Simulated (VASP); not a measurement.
A run of VASP 6.6.1 is set up as follows.

File POSCAR:

```
ZnO
1.0
    3.3820206511      0.0000000000      0.0000000000
   -1.6910103256      2.9289157999      0.0000000000
    0.0000000000      0.0000000000      4.4323366542
Zn O
2 2
Direct
    0.3333333333      0.6666666667      0.2500000000
    0.6666666667      0.3333333333      0.7500000000
    0.6666666667      0.3333333333      0.2500000000
    0.3333333333      0.6666666667      0.7500000000
```

INCAR.step1

```
SYSTEM = ZnO
PREC = Accurate
ENCUT = 520
ISMEAR = 0
SIGMA = 0.01
LREAL = .False.
LASPH = .True.
NELM = 60
NBANDS = 26
GGA = PE
ALGO = Normal
EDIFF = 1E-4
LWAVE = .True.
LCHARG = .False.
```

INCAR.step2

```
SYSTEM = ZnO
PREC = Accurate
ENCUT = 520
EDIFF = 1E-6
ISMEAR = 0
SIGMA = 0.01
LREAL = .False.
LASPH = .True.
NELM = 60
ALGO = Normal
ISIF = 2
LWAVE = .False.
LCHARG = .False.
METAGGA = R2SCAN
LMIXTAU = .True.
NBANDS = 26
ISTART = 1
```

The input KPOINTS:

```
Automatic mesh
0
Gamma
  9 9 6
  0 0 0
```

Potentials or basis: VASP PAW PBE potentials, release 64 (Zn, O).

Command:

```console
$ cat potpaw_PBE.64/Zn/POTCAR potpaw_PBE.64/O/POTCAR > POTCAR
$ cp INCAR.step1 INCAR
$ mpirun -np 1 vasp_std > vasp.out
$ cp INCAR.step2 INCAR
$ mpirun -np 1 vasp_std > vasp.out
```

(1) Estimate the band gap on the k mesh.

(2) Predict the pressure.

Answers

(1) 1.56 eV, indirect (least direct gap 1.58 eV).

(2) 6.5 GPa.

Caveat: the PAW data sets were made with another functional, which shifts forces and pressure a little.
